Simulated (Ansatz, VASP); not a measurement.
# Rb3Si2 in VASP and in Ansatz

```
CELL_PARAMETERS angstrom
7.27984 0.00000 0.00000
-3.63992 6.30453 0.00000
0.00000 0.00000 4.76869
ATOMIC_POSITIONS crystal
Rb 0.50000 0.00000 0.50000
Rb 0.00000 0.50000 0.50000
Rb 0.50000 0.50000 0.50000
Si 0.00000 0.00000 0.75620
Si 0.00000 0.00000 0.24380
```

Alike in both runs: functional PBE; k mesh 6 × 6 × 2; occupations gaussian, width 0.1 eV; no spin polarisation.

Ansatz relaxed the structure, and its values are those at the end. VASP's run is a single point on that final structure, the one shown.

```csv
,VASP,Ansatz
version,VASP 6.6.1,Ansatz 0.2.0
potentials or method,"VASP PAW PBE potentials, release 64 (Rb_sv, Si), cutoff 520 eV","scalar-relativistic, plane waves, PAW"
valence electrons in the cell,35,35
```

```csv
,VASP,Ansatz,Ansatz less VASP
gap on the k mesh at the Fermi level (eV),none,none,-
pressure (GPa),0.0,0.0,-0.02
```

A gap of «none» marks a metal or a gap that the smearing closes. With one functional, cell and mesh, what is left measures potentials, basis and numerics.

The k mesh is coarse, so the values compare programs but aren't converged.
